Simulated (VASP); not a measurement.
Write the native input for VASP 6.6.1 that does the following.

```
Task                   : single point
Functional             : PBE
Dispersion             : D3(BJ)
Potentials or basis    : VASP PAW PBE potentials, release 64 (Te)
Cutoff                 : 520 eV
k mesh                 : 14 × 14 × 8
Occupations            : fermi-dirac, width 0.05 eV
Spin                   : no spin polarisation
Dipole correction      : no
Further INCAR settings : ALGO = Normal; EDIFF = 1e-06; NBANDS = 13
```

The structure of Te lies in POSCAR:

```
Te
1.0
    3.9526990002      0.0000000000      0.0000000000
   -1.9763495001      3.4231377477      0.0000000000
    0.0000000000      0.0000000000      4.4004741890
Te
2
Direct
    0.3333333333      0.6666666667      0.2500000000
    0.6666666667      0.3333333333      0.7500000000
```

The input as run:

INCAR

```
PREC = Accurate
ENCUT = 520
EDIFF = 1E-6
ISMEAR = -1
SIGMA = 0.05
LREAL = False
LASPH = True
NELM = 100
ALGO = Normal
ISIF = 2
LWAVE = False
LCHARG = False
GGA = PE
IVDW = 12
NBANDS = 13
```

KPOINTS

```
regular mesh
0
Gamma
  14 14 8
```

Potentials or basis: VASP PAW PBE potentials, release 64 (Te).

The run is started by

```sh
$ cat potpaw_PBE.64/Te/POTCAR > POTCAR
$ mpirun -np 1 vasp_std > vasp.out
```

Results of the run:

- Pressure: -0.3 GPa
- Band gap on the k mesh: zero (band 6 reaches 8.49 eV, above the bottom of band 7 at 6.13 eV)
- Dispersion energy per atom: -0.491 eV

Caveat: three body term missing; spin-orbit coupling is left out, which moves the levels of the heavy elements; pairwise dispersion overbinds metals, which lowers pressure and volume.

It took 46 s on 1 thread of Intel(R) Xeon(R) Platinum 8375C CPU @ 2.90GHz (Ice Lake), with other jobs on the host, peak memory 0.23 GiB.
